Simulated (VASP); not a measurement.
# AgAu2 (Pnnm) in VASP: further runs

Runs on AgAu2. Level: PBE. Tasks: single point, relaxation of cell and atoms.

Everything below comes from runs of VASP 6.6.1. Logs are shortened: lines on timing, memory, paths and dates and some standing lists are left out, and cuts for length are marked.

## (1) The cell of the first run

The structure is orthorhombic, space group Pnnm (No. 58). The conventional cell has a = 4.802 Å, b = 5.860 Å, c = 3.658 Å, α = 90.00°, β = 90.00°, γ = 90.00°. Ag (site symmetry 2/m) has 6 Au at 2.42 to 2.43 Å within 3.2 Å. Au (site symmetry m) has 10 Au at 2.39 to 3.49 Å and 3 Ag at 2.42 to 2.43 Å within 3.5 Å.

## (2) Single point, PBE

Input file INCAR:

```
SYSTEM = AgAu2
  PREC = Accurate
  ENCUT = 520
  EDIFF = 1E-7
  ISMEAR = 0
  SIGMA = 0.1
  LREAL = .FALSE.
  LASPH = .TRUE.
  NELM = 80
  ALGO = Fast
  ISIF = 2
  LWAVE = .FALSE.
  LCHARG = .FALSE.
  GGA = PE
  NBANDS = 42
```

Input file KPOINTS:

```
Automatic mesh
0
G
  4 4 6
  0 0 0
```

Input file POSCAR:

```
AgAu2
1.0
    4.8015751195      0.0000000000      0.0000000000
    0.0000000000      5.8602853785      0.0000000000
    0.0000000000      0.0000000000      3.6583841031
Ag Au
2 4
Direct
    0.0000000000      0.0000000000      0.0000000000
    0.5000000000      0.5000000000      0.5000000000
    0.2004000000      0.3787000000      0.0000000000
    0.7996000000      0.6213000000      0.0000000000
    0.7004000000      0.1213000000      0.5000000000
    0.2996000000      0.8787000000      0.5000000000
```

Potentials or basis: VASP PAW PBE potentials, release 64 (Ag, Au).

The run is started by

```sh
$ cat potpaw_PBE.64/Ag/POTCAR potpaw_PBE.64/Au/POTCAR > POTCAR
$ mpirun -np 1 vasp_std > vasp.out
```

OUTCAR:

```text
SYSTEM = AgAu2
   PREC = Accurate
   ENCUT = 520
   EDIFF = 1E-7
   ISMEAR = 0
   LREAL = .FALSE.
   LASPH = .TRUE.
   NELM = 80
   ISIF = 2
   GGA = PE

 ion  position               nearest neighbor table
   1  0.000  0.000  0.000-   3 2.42   4 2.42   5 2.43   6 2.43   5 2.43   6 2.43
   2  0.500  0.500  0.500-   5 2.42   6 2.42   3 2.43   4 2.43   3 2.43   4 2.43
   3  0.200  0.379  0.000-   4 2.39   1 2.42   2 2.43   2 2.43   4 3.21   5 3.37   5 3.37   5 3.37
                             5 3.37   6 3.49   6 3.49   6 3.49   6 3.49
   4  0.800  0.621  0.000-   3 2.39   1 2.42   2 2.43   2 2.43   3 3.21   6 3.37   6 3.37   6 3.37
                             6 3.37   5 3.49   5 3.49   5 3.49   5 3.49
   5  0.700  0.121  0.500-   6 2.39   2 2.42   1 2.43   1 2.43   6 3.21   3 3.37   3 3.37   3 3.37
                             3 3.37   4 3.49   4 3.49   4 3.49   4 3.49
   6  0.300  0.879  0.500-   5 2.39   2 2.42   1 2.43   1 2.43   5 3.21   4 3.37   4 3.37   4 3.37
                             4 3.37   3 3.49   3 3.49   3 3.49   3 3.49

  LATTYP: Found a simple orthorhombic cell.
 ALAT       =     3.6583841031
 B/A-ratio  =     1.3124852351
 C/A-ratio  =     1.6018781006

  Lattice vectors:

 A1 = (   0.0000000000,   0.0000000000,   3.6583841031)
 A2 = (   4.8015751195,   0.0000000000,   0.0000000000)
 A3 = (   0.0000000000,   5.8602853785,   0.0000000000)

Analysis of symmetry for initial positions (statically):
=====================================================================
 Subroutine PRICEL returns:
 Original cell was already a primitive cell.

 Routine SETGRP: Setting up the symmetry group for a
 simple orthorhombic supercell.

 Subroutine GETGRP returns: Found  8 space group operations
 (whereof  4 operations were pure point group operations)
 out of a pool of  8 trial point group operations.

The static configuration has the point symmetry C_2h.
 The point group associated with its full space group is D_2h.

Analysis of symmetry for dynamics (positions and initial velocities):
=====================================================================
 Subroutine PRICEL returns:
 Original cell was already a primitive cell.

 Routine SETGRP: Setting up the symmetry group for a
 simple orthorhombic supercell.

 Subroutine GETGRP returns: Found  8 space group operations
 (whereof  4 operations were pure point group operations)
 out of a pool of  8 trial point group operations.

The dynamic configuration has the point symmetry C_2h.
 The point group associated with its full space group is D_2h.

 Subroutine INISYM returns: Found  8 space group operations
 (whereof  4 operations are pure point group operations),
 and found     1 'primitive' translations

----------------------------------------------------------------------------------------

                                     Primitive cell

  volume of cell :     102.9418

  direct lattice vectors                    reciprocal lattice vectors
     4.801575119  0.000000000  0.000000000     0.208264991  0.000000000  0.000000000
     0.000000000  5.860285379  0.000000000     0.000000000  0.170640154  0.000000000
     0.000000000  0.000000000  3.658384103     0.000000000  0.000000000  0.273344726

  length of vectors
     4.801575119  5.860285379  3.658384103     0.208264991  0.170640154  0.273344726

  position of ions in fractional coordinates (direct lattice)
     0.000000000  0.000000000  0.000000000
     0.500000000  0.500000000  0.500000000
     0.200400000  0.378700000  0.000000000
     0.799600000  0.621300000  0.000000000
     0.700400000  0.121300000  0.500000000
     0.299600000  0.878700000  0.500000000

  ion indices of the primitive-cell ions
   primitive index   ion index
                 1           1
                 2           2
                 3           3
                 4           4
                 5           5
                 6           6

----------------------------------------------------------------------------------------

 KPOINTS: Automatic mesh

Automatic generation of k-mesh.
 Grid dimensions read from file:
 generate k-points for:    4    4    6

 Generating k-lattice:

  Cartesian coordinates                     Fractional coordinates (reciprocal lattice)
     0.052066248  0.000000000  0.000000000     0.250000000  0.000000000  0.000000000
     0.000000000  0.042660039  0.000000000     0.000000000  0.250000000  0.000000000
     0.000000000  0.000000000  0.045557454     0.000000000  0.000000000  0.166666667

  Length of vectors
     0.052066248  0.042660039  0.045557454

  Shift w.r.t. Gamma in fractional coordinates (k-lattice)
     0.000000000  0.000000000  0.000000000

 Subroutine IBZKPT returns following result:
 ===========================================

 Found     36 irreducible k-points:

 Following reciprocal coordinates:
            Coordinates               Weight
  0.000000  0.000000  0.000000      1.000000
  0.250000  0.000000  0.000000      2.000000
  0.500000  0.000000  0.000000      1.000000
  0.000000  0.250000  0.000000      2.000000
  0.250000  0.250000  0.000000      4.000000
  0.500000  0.250000  0.000000      2.000000
[... 16 lines left out ...]
  0.250000  0.250000  0.333333      8.000000
  0.500000  0.250000  0.333333      4.000000
 [... further k-points ...]
   k-points           NKPTS =     36   k-points in BZ     NKDIM =     36   number of bands    NBANDS=     42
   number of dos      NEDOS =    301   number of ions     NIONS =      6
   total plane-waves  NPLWV =  48384
   dimension x,y,z NGX =    36 NGY =   48 NGZ =   28
   dimension x,y,z NGXF=    72 NGYF=   96 NGZF=   56
   ions per type =               2   4
   NGX,Y,Z   is equivalent  to a cutoff of  12.46, 13.62, 12.72 a.u.
   NGXF,Y,Z  is equivalent  to a cutoff of  24.93, 27.23, 25.45 a.u.
 SYSTEM =  AgAu2
   PREC   = accura    normal or accurate (medium, high low for compatibility)
   ISTART =      0    job   : 0-new  1-cont  2-samecut
   ICHARG =      2    charge: 1-file 2-atom 10-const
   ISPIN  =      1    spin polarized calculation?
   LNONCOLLINEAR =      F non collinear calculations
   LSORBIT =      F    spin-orbit coupling
   LASPH  =      T    aspherical Exc in radial PAW
   ENCUT  =  520.0 eV  38.22 Ry    6.18 a.u.   8.93 10.90  6.80*2*pi/ulx,y,z
   NELM   =     80;   NELMIN=  2; NELMDL= -5     # of ELM steps
   EDIFF  = 0.1E-06   stopping-criterion for ELM
   LREAL  =      F    real-space projection
   EDIFFG = 0.1E-05   stopping-criterion for IOM
   NSW    =      0    number of steps for IOM
   IBRION =     -1    ionic relax: 0-MD 1-quasi-New 2-CG
   NFREE  =      0    steps in history (QN), initial steepest desc. (CG)
   ISIF   =      2    stress and relaxation
   ISYM   =      2    0-nonsym 1-usesym 2-fastsym
   POTIM  = 0.5000    time-step for ionic-motion
   TEBEG  =    0.0;   TEEND  =   0.0 temperature during run
   PSTRESS=    0.0 pullay stress
   NELECT =      66.0000    total number of electrons
   NUPDOWN=      -1.0000    fix difference up-down
   EMIN   =  10.00;   EMAX   =-10.00  energy-range for DOS
   EFERMI =   0.00;   METHOD = LEGACY
   ISMEAR =     0;   SIGMA  =   0.10  broadening in eV -4-tet -1-fermi 0-gaus
   EFERMI_NEDOS =   21; number of points for ismear=-14 and -15
   IALGO  =     68    algorithm
   IMIX   =      4    mixing-type and parameters
     AMIX     =   0.40;   BMIX     =  1.00
     AMIX_MAG =   1.60;   BMIX_MAG =  1.00
  volume/ion in A,a.u.               =      17.16       115.78
  Fermi-wavevector in a.u.,A,eV,Ry     =   1.411645  2.667623 27.112902  1.992742
  Thomas-Fermi vector in A             =   2.533475
   LORBIT       =      0    0 simple, 1 ext, 2 COOP (PROOUT), +10 PAW based schemes
   GGA     = PE    functional components
   LHFCALC =     F    Hartree Fock is set to
   AEXX    =    0.0000 exact exchange contribution
   IVDW    =     0    specifies the selected vdW correction
   LEPSILON=     F    determine dielectric tensor
   LRPA    =     F    only Hartree local field effects (RPA)
 non-spin polarized calculation
 RMM-DIIS sequential band-by-band and
 Gauss-broadening in eV      SIGMA  =   0.10
  energy-cutoff  :      520.00
  volume of cell :      102.94
 maximum number of plane-waves:      2788
 NGX is ok and might be reduce to    36
   NGX = 17   NGY = 21   NGZ = 13

 number of electron      66.0000003 magnetization

 Free energy of the ion-electron system (eV)
  ---------------------------------------------------
  ext. energy  EPLUGINS =         0.00000000
  ---------------------------------------------------
  free energy    TOTEN  =       -11.18371376 eV

  energy without entropy =      -11.16938690  energy(sigma->0) =      -11.17655033

 E-fermi :   8.8921     XC(G=0): -12.3069

 val. band max:        8.8716026858   @ k =   0.0000   0.0000   0.1667
 cond. band min:       8.9193708678   @ k =   0.2500   0.0000   0.3333
 fundamental gap:      0.0477681821
 Fermi energy:         8.8921105366

 k-point     1 :       0.0000    0.0000    0.0000
  band No.  band energies     occupation
      1      -0.1079      2.00000
      2       1.2541      2.00000
      3       1.7626      2.00000
      4       1.9119      2.00000
      5       1.9150      2.00000
      6       2.1053      2.00000
[... 34 lines left out ...]
     41      19.2857      0.00000
     42      19.8960      0.00000

 k-point     2 :       0.2500    0.0000    0.0000
  band No.  band energies     occupation
      1       0.3945      2.00000
      2       1.3914      2.00000
      3       1.8103      2.00000
      4       2.0217      2.00000
      5       2.0400      2.00000
      6       2.0748      2.00000
[... 34 lines left out ...]
     41      19.3384      0.00000
     42      19.7433      0.00000

 k-point     3 :       0.5000    0.0000    0.0000
  band No.  band energies     occupation
      1       1.6450      2.00000
      2       1.6450      2.00000
      3       1.7226      2.00000
      4       1.7226      2.00000
      5       2.0211      2.00000
      6       2.0211      2.00000
[... 34 lines left out ...]
     41      19.7815      0.00000
     42      19.8022      0.00000

 k-point     4 :       0.0000    0.2500    0.0000
  band No.  band energies     occupation
      1       0.2237      2.00000
      2       1.3550      2.00000
      3       1.8228      2.00000
      4       1.9339      2.00000
      5       1.9548      2.00000
      6       1.9645      2.00000
[... 844 lines left out ...]
     41      16.7342      0.00000
     42      17.7999      0.00000

 k-point    23 :       0.2500    0.2500    0.3333
  band No.  band energies     occupation
      1       1.5111      2.00000
      2       1.6694      2.00000
      3       1.8849      2.00000
      4       2.1175      2.00000
      5       2.2164      2.00000
      6       2.2476      2.00000
[... 34 lines left out ...]
     41      16.9727      0.00000
     42      17.5155      0.00000

 k-point    24 :       0.5000    0.2500    0.3333
  band No.  band energies     occupation
      1       1.6917      2.00000
      2       1.6917      2.00000
      3       2.0089      2.00000
      4       2.0089      2.00000
      5       2.2867      2.00000
      6       2.2867      2.00000
[... 34 lines left out ...]
     41      17.8509      0.00000
     42      17.8509      0.00000

 [... further k-points ...]

------------------------ aborting loop because EDIFF is reached ----------------------------------------

  FORCE on cell =-STRESS in cart. coord.  units (eV):
  Direction    XX          YY          ZZ          XY          YZ          ZX
  --------------------------------------------------------------------------------------
  -------------------------------------------------------------------------------------
  Total       34.0434946     34.8689180     29.8023106      0.0000000      0.0000000      0.0000000
  in kB      529.8499802    542.6967983    463.8405632      0.0000000      0.0000000      0.0000000
  external PRESSURE =     512.1291139 kB  Pullay stress =       0.0000000 kB

 VOLUME and BASIS-vectors are now :
 -----------------------------------------------------------------------------
  energy-cutoff  :      520.00
  volume of cell :      102.94
      direct lattice vectors                 reciprocal lattice vectors
     4.801575119  0.000000000  0.000000000     0.208264991  0.000000000  0.000000000
     0.000000000  5.860285379  0.000000000     0.000000000  0.170640154  0.000000000
     0.000000000  0.000000000  3.658384103     0.000000000  0.000000000  0.273344726

 POSITION                                       TOTAL-FORCE (eV/Angst)
 -----------------------------------------------------------------------------------
      0.00000      0.00000      0.00000         0.000000      0.000000      0.000000
      2.40079      2.93014      1.82919         0.000000      0.000000      0.000000
      0.96224      2.21929      0.00000         1.003021     -1.226133     -0.000000
      3.83934      3.64100      0.00000        -1.003021      1.226133      0.000000
      3.36302      0.71085      1.82919         1.003021      1.226133     -0.000000
      1.43855      5.14943      1.82919        -1.003021     -1.226133      0.000000
 -----------------------------------------------------------------------------------
    total drift:                                0.000000      0.000000      0.000000

  FREE ENERGIE OF THE ION-ELECTRON SYSTEM (eV)
  ---------------------------------------------------
  free  energy   TOTEN  =       -11.1837137625 eV

  energy  without entropy=      -11.1693868994  energy(sigma->0) =      -11.17655033
```

It took 64 s on 1 thread of Intel Xeon 6975P-C (Granite Rapids), shared host; peak memory 0.29 GiB.

Results:

- Free energy: -11.1837 eV
- Pressure: 51.2 GPa
- Largest force: 1.584 eV/Å
- Band gap on the k mesh: zero (bands 33 and 34 overlap by 3.73 eV)

Forces in eV/Å, atoms in the order of the input:
```
Ag   0.000  0.000  0.000
Ag   0.000  0.000  0.000
Au   1.003 -1.226  0.000
Au  -1.003  1.226  0.000
Au   1.003  1.226  0.000
Au  -1.003 -1.226  0.000
```

Caveat: the cell stands under pressure; spin-orbit coupling is left out, which moves the levels of the heavy elements; forces of over 1 eV/Å act on the atoms, so gaps and moduli don't describe the material at rest.

(Continued in part 2 of 2.)
